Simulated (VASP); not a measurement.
A run of VASP 6.6.1 is set up as follows.

File INCAR:

```
SYSTEM = Cu
  PREC = Accurate
  ENCUT = 520
  EDIFF = 1E-6
  ISMEAR = -1
  SIGMA = 0.05
  LREAL = .False.
  LASPH = .True.
  NELM = 100
  ALGO = Normal
  ISIF = 2
  LWAVE = .False.
  LCHARG = .True.
  GGA = CA
  LELF = .True.
  LVHAR = .True.
  NBANDS = 12
```

The input KPOINTS:

```
Automatic mesh
0
Gamma
  6 6 6
  0 0 0
```

File POSCAR:

```
Cu
1.0
    3.9241510000      0.0000000000      0.0000000000
    0.0000000000      3.9241510000      0.0000000000
    0.0000000000      0.0000000000      3.9241510000
Cu
1
Direct
    0.0000000000      0.0000000000      0.0000000000
```

Potentials or basis: VASP PAW LDA potentials, release 64 (Cu).

The run is started by

```console
$ cat potpaw_LDA.64/Cu/POTCAR > POTCAR
$ mpirun -np 1 vasp_std > vasp.out
```

Problem. What does it give for the pressure?

Solution. -4.0 GPa.
